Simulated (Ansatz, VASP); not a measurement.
## One calculation of GeSe, two programs

```
Ge Se
1.0
    10.71149    0.00000    0.00000
     0.00000    3.85438    0.00000
     0.00000    0.00000    4.26733
Ge Se
4 4
Direct
  0.38073 0.75000 0.60693
  0.11927 0.25000 0.10693
  0.88073 0.75000 0.89307
  0.61927 0.25000 0.39307
  0.14422 0.75000 0.50620
  0.35578 0.25000 0.00620
  0.64422 0.75000 0.99380
  0.85578 0.25000 0.49380
```

Alike in both runs: functional PBEsol; k mesh 4 × 10 × 8; occupations gaussian, width 0.02 eV; no spin polarisation.

Ansatz relaxed the structure, and its values are those at the end. VASP's run is a single point on that final structure, the one shown.

|  | VASP | Ansatz |
| --- | --- | --- |
| version | VASP 6.6.1 | Ansatz 0.2.0 |
| potentials or method | VASP PAW PBE potentials, release 64 (Ge_d, Se), cutoff 520 eV | scalar-relativistic, plane waves, PAW |
| valence electrons in the cell | 80 | 120 |

```csv
,VASP,Ansatz,Ansatz less VASP
gap on the k mesh at the Fermi level (eV),0.40,0.41,+0.009
least direct gap on the mesh (eV),0.72,0.73,+0.015
pressure (GPa),0.1,0.0,-0.09
rms of the force components (eV/Å),0.009,0.001,-0.0081
```

VASP's potentials were made for PBE, not for PBEsol. The functional is the same, so the differences come from potentials, cutoffs and numerics. VASP's potentials hold 80 valence electrons a cell and Ansatz's 120, so a difference there can come from the potentials and not from the codes.
